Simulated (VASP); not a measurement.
# Cd5HgTe6 (P-4m2) in VASP: single point with PBE

Aim: the single point of Cd5HgTe6 with PBE.

Everything below comes from runs of VASP 6.6.1. Logs are shortened: lines on timing, memory, paths and dates and some standing lists are left out, and cuts for length are marked.

## (1) The cell of the first run

The structure is tetragonal, space group P-4m2 (No. 115). Conventional cell: a = 4.684 Å, b = 4.684 Å, c = 19.869 Å, α = 90.00°, β = 90.00°, γ = 90.00°. Cd (site symmetry 2mm) has 4 Te at 2.86 to 2.87 Å within 3.8 Å. Within 3.8 Å of Cd (site symmetry 2mm) lie 4 Te at 2.87 Å. Within 3.8 Å of Cd (site symmetry -4m2) lie 4 Te at 2.87 Å. Hg (site symmetry -4m2) has 4 Te at 2.88 Å within 3.8 Å. Te (site symmetry 2mm) has 2 Cd at 2.86 Å and 2 Hg at 2.88 Å within 3.8 Å. Within 3.8 Å of Te (site symmetry 2mm) lie 4 Cd at 2.87 Å. Te (site symmetry 2mm) has 4 Cd at 2.87 Å within 3.8 Å.

## (2) Single point, PBE

INCAR

```
ALGO = Normal
EDIFF = 1E-6
ENCUT = 520
GGA = PE
ISIF = 2
ISMEAR = 0
LASPH = True
LCHARG = False
LREAL = False
LWAVE = False
NBANDS = 66
NELM = 80
PREC = Accurate
SIGMA = 0.01
```

KPOINTS

```
k-points
0
Gamma
  8 8 2
```

POSCAR

```
Cd5HgTe6
1.0
    4.6844189000      0.0000000000      0.0000000000
    0.0000000000      4.6844189000      0.0000000000
    0.0000000000      0.0000000000     19.8689396000
Cd Hg Te
5 1 6
Direct
    0.0000000000      0.0000000000      0.8328630000
    0.0000000000      0.0000000000      0.1671370000
    0.5000000000      0.5000000000      0.3335910000
    0.0000000000      0.0000000000      0.5000000000
    0.5000000000      0.5000000000      0.6664090000
    0.5000000000      0.5000000000      0.0000000000
    0.5000000000      0.0000000000      0.0841850000
    0.0000000000      0.5000000000      0.2503760000
    0.5000000000      0.0000000000      0.4168040000
    0.0000000000      0.5000000000      0.5831960000
    0.5000000000      0.0000000000      0.7496240000
    0.0000000000      0.5000000000      0.9158150000
```

Potentials or basis: VASP PAW PBE potentials, release 64 (Cd, Hg, Te).

Launch:

```bash
$ cat potpaw_PBE.64/Cd/POTCAR potpaw_PBE.64/Hg/POTCAR potpaw_PBE.64/Te/POTCAR > POTCAR
$ mpirun -np 1 vasp_std > vasp.out
```

OUTCAR:

```text
EDIFF = 1E-6
   ENCUT = 520
   GGA = PE
   ISIF = 2
   ISMEAR = 0
   LASPH = True
   LREAL = False
   NELM = 80
   PREC = Accurate

 ion  position               nearest neighbor table
   1  0.000  0.000  0.833-  12 2.86  12 2.86  11 2.87  11 2.87
   2  0.000  0.000  0.167-   7 2.86   7 2.86   8 2.87   8 2.87
   3  0.500  0.500  0.334-   9 2.87   9 2.87   8 2.87   8 2.87
   4  0.000  0.000  0.500-   9 2.87  10 2.87  10 2.87   9 2.87
   5  0.500  0.500  0.666-  10 2.87  10 2.87  11 2.87  11 2.87
   6  0.500  0.500  0.000-   7 2.88  12 2.88   7 2.88  12 2.88
   7  0.500  0.000  0.084-   2 2.86   2 2.86   6 2.88   6 2.88
   8  0.000  0.500  0.250-   3 2.87   3 2.87   2 2.87   2 2.87
   9  0.500  0.000  0.417-   4 2.87   4 2.87   3 2.87   3 2.87
  10  0.000  0.500  0.583-   4 2.87   4 2.87   5 2.87   5 2.87
  11  0.500  0.000  0.750-   5 2.87   5 2.87   1 2.87   1 2.87
  12  0.000  0.500  0.916-   1 2.86   1 2.86   6 2.88   6 2.88

  LATTYP: Found a simple tetragonal cell.
 ALAT       =     4.6844189000
 C/A-ratio  =     4.2414950550

  Lattice vectors:

 A1 = (   4.6844189000,   0.0000000000,   0.0000000000)
 A2 = (   0.0000000000,   4.6844189000,   0.0000000000)
 A3 = (   0.0000000000,   0.0000000000,  19.8689396000)

Analysis of symmetry for initial positions (statically):
=====================================================================
 Subroutine PRICEL returns:
 Original cell was already a primitive cell.

 Routine SETGRP: Setting up the symmetry group for a
 simple tetragonal supercell.

 Subroutine GETGRP returns: Found  8 space group operations
 (whereof  8 operations were pure point group operations)
 out of a pool of 16 trial point group operations.

The static configuration has the point symmetry D_2d.

Analysis of symmetry for dynamics (positions and initial velocities):
=====================================================================
 Subroutine PRICEL returns:
 Original cell was already a primitive cell.

 Routine SETGRP: Setting up the symmetry group for a
 simple tetragonal supercell.

 Subroutine GETGRP returns: Found  8 space group operations
 (whereof  8 operations were pure point group operations)
 out of a pool of 16 trial point group operations.

[... 127 lines left out ...]
   ISYM   =      2    0-nonsym 1-usesym 2-fastsym
   POTIM  = 0.5000    time-step for ionic-motion
   TEBEG  =    0.0;   TEEND  =   0.0 temperature during run
   PSTRESS=    0.0 pullay stress
   NELECT =     108.0000    total number of electrons
   NUPDOWN=      -1.0000    fix difference up-down
   EMIN   =  10.00;   EMAX   =-10.00  energy-range for DOS
   EFERMI =   0.00;   METHOD = LEGACY
   ISMEAR =     0;   SIGMA  =   0.01  broadening in eV -4-tet -1-fermi 0-gaus
   EFERMI_NEDOS =   21; number of points for ismear=-14 and -15
   IALGO  =     38    algorithm
   IMIX   =      4    mixing-type and parameters
     AMIX     =   0.40;   BMIX     =  1.00
     AMIX_MAG =   1.60;   BMIX_MAG =  1.00
  volume/ion in A,a.u.               =      36.33       245.19
  Fermi-wavevector in a.u.,A,eV,Ry     =   1.028144  1.942911 14.382454  1.057081
  Thomas-Fermi vector in A             =   2.162126
   LORBIT       =      0    0 simple, 1 ext, 2 COOP (PROOUT), +10 PAW based schemes
   GGA     = PE    functional components
   LHFCALC =     F    Hartree Fock is set to
   AEXX    =    0.0000 exact exchange contribution
   IVDW    =     0    specifies the selected vdW correction
   LEPSILON=     F    determine dielectric tensor
   LRPA    =     F    only Hartree local field effects (RPA)
 non-spin polarized calculation
 Gauss-broadening in eV      SIGMA  =   0.01
  energy-cutoff  :      520.00
  volume of cell :      436.00
 maximum number of plane-waves:     11802
 NGX is ok and might be reduce to    36
   NGX = 17   NGY = 17   NGZ = 73

 number of electron     108.0000039 magnetization

 Free energy of the ion-electron system (eV)
  ---------------------------------------------------
  ext. energy  EPLUGINS =         0.00000000
  ---------------------------------------------------
  free energy    TOTEN  =       -27.69518193 eV

  energy without entropy =      -27.69518193  energy(sigma->0) =      -27.69518193

 E-fermi :   1.9779     XC(G=0):  -8.3164

 val. band max:        1.8861301599   @ k =   0.0000   0.0000   0.0000
 cond. band min:       2.1829182823   @ k =   0.0000   0.0000   0.0000
 fundamental gap:      0.2967881224
 Fermi energy:         1.9779419244

 k-point     1 :       0.0000    0.0000    0.0000
  band No.  band energies     occupation
      1      -9.0856      2.00000
      2      -8.9506      2.00000
      3      -8.9148      2.00000
      4      -8.7008      2.00000
      5      -8.6976      2.00000
      6      -8.5854      2.00000
[... 1645 lines left out ...]
     65       6.7755      0.00000
     66       6.7883      0.00000

 [... further k-points ...]

------------------------ aborting loop because EDIFF is reached ----------------------------------------

  FORCE on cell =-STRESS in cart. coord.  units (eV):
  Direction    XX          YY          ZZ          XY          YZ          ZX
  --------------------------------------------------------------------------------------
  -------------------------------------------------------------------------------------
  Total        0.2494836      0.2494836      0.2151140      0.0000000      0.0000000      0.0000000
  in kB        0.9167829      0.9167829      0.7904839      0.0000000      0.0000000      0.0000000
  external PRESSURE =       0.8746833 kB  Pullay stress =       0.0000000 kB

 VOLUME and BASIS-vectors are now :
 -----------------------------------------------------------------------------
  energy-cutoff  :      520.00
  volume of cell :      436.00
      direct lattice vectors                 reciprocal lattice vectors
     4.684418900  0.000000000  0.000000000     0.213473650  0.000000000  0.000000000
     0.000000000  4.684418900  0.000000000     0.000000000  0.213473650  0.000000000
     0.000000000  0.000000000 19.868939600     0.000000000  0.000000000  0.050329812

 POSITION                                       TOTAL-FORCE (eV/Angst)
 -----------------------------------------------------------------------------------
      0.00000      0.00000     16.54810        -0.000000     -0.000000     -0.002518
      0.00000      0.00000      3.32083         0.000000     -0.000000      0.002518
      2.34221      2.34221      6.62810        -0.000000     -0.000000      0.000371
      0.00000      0.00000      9.93447        -0.000000     -0.000000      0.000000
      2.34221      2.34221     13.24084         0.000000     -0.000000     -0.000371
      2.34221      2.34221      0.00000        -0.000000      0.000000      0.000000
      2.34221      0.00000      1.67267        -0.000000     -0.000000     -0.012498
      0.00000      2.34221      4.97471        -0.000000     -0.000000      0.002041
      2.34221      0.00000      8.28145        -0.000000     -0.000000     -0.000628
      0.00000      2.34221     11.58749        -0.000000     -0.000000      0.000628
      2.34221      0.00000     14.89423        -0.000000     -0.000000     -0.002041
      0.00000      2.34221     18.19627        -0.000000     -0.000000      0.012498
 -----------------------------------------------------------------------------------
    total drift:                                0.000000      0.000000      0.000000

  FREE ENERGIE OF THE ION-ELECTRON SYSTEM (eV)
  ---------------------------------------------------
  free  energy   TOTEN  =       -27.6951819287 eV

  energy  without entropy=      -27.6951819287  energy(sigma->0) =      -27.69518193
```

Wall time 20 min (1 thread of Oxide Virtual Turin-like, shared host); peak memory 0.88 GiB.

Results:

```yaml
Free_energy: -27.6952 eV
Pressure: 0.1 GPa
Largest_force: 0.012 eV/Å
Band_gap_on_the_k_mesh: 0.30 eV
```

Forces in eV/Å, atoms in the order of the input:
```
Cd   0.000  0.000 -0.003
Cd   0.000  0.000  0.003
Cd   0.000  0.000  0.000
Cd   0.000  0.000  0.000
Cd   0.000  0.000  0.000
Hg   0.000  0.000  0.000
Te   0.000  0.000 -0.012
Te   0.000  0.000  0.002
Te   0.000  0.000 -0.001
Te   0.000  0.000  0.001
Te   0.000  0.000 -0.002
Te   0.000  0.000  0.012
```

Caveat: spin-orbit coupling is left out, which moves the levels of the heavy elements.
